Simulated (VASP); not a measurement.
A run of VASP 6.6.1 is set up as follows.

The input INCAR:

```
SYSTEM = Rh
PREC = Accurate ; ENCUT = 520
EDIFF = 1E-6 ; ISMEAR = -1
SIGMA = 0.05 ; LREAL = .False.
LASPH = .True. ; NELM = 80
ALGO = Normal ; ISIF = 2
LWAVE = .False. ; LCHARG = .False.
GGA = PE ; NBANDS = 22
```

The input KPOINTS:

```
Automatic mesh
0
Gamma
  13 13 13
  0 0 0
```

File POSCAR:

```
Rh
1.0
    0.0000000000      2.2985838601      2.2985838601
    2.2985838601      0.0000000000      2.2985838601
    2.2985838601      2.2985838601      0.0000000000
Rh
2
Direct
   -0.1250000000     -0.1250000000     -0.1250000000
    0.1250000000      0.1250000000      0.1250000000
```

Potentials or basis: VASP PAW PBE potentials, release 64 (Rh_pv).

The run is started by

```sh
$ cat potpaw_PBE.64/Rh_pv/POTCAR > POTCAR
$ mpirun -np 1 vasp_std > vasp.out
```

Problem. Estimate the band gap on the k mesh.

Solution. Zero (band 15 reaches 16.99 eV, above the bottom of band 16 at 14.54 eV).

Problem. What does it give for the pressure?

Solution. 270.7 GPa.
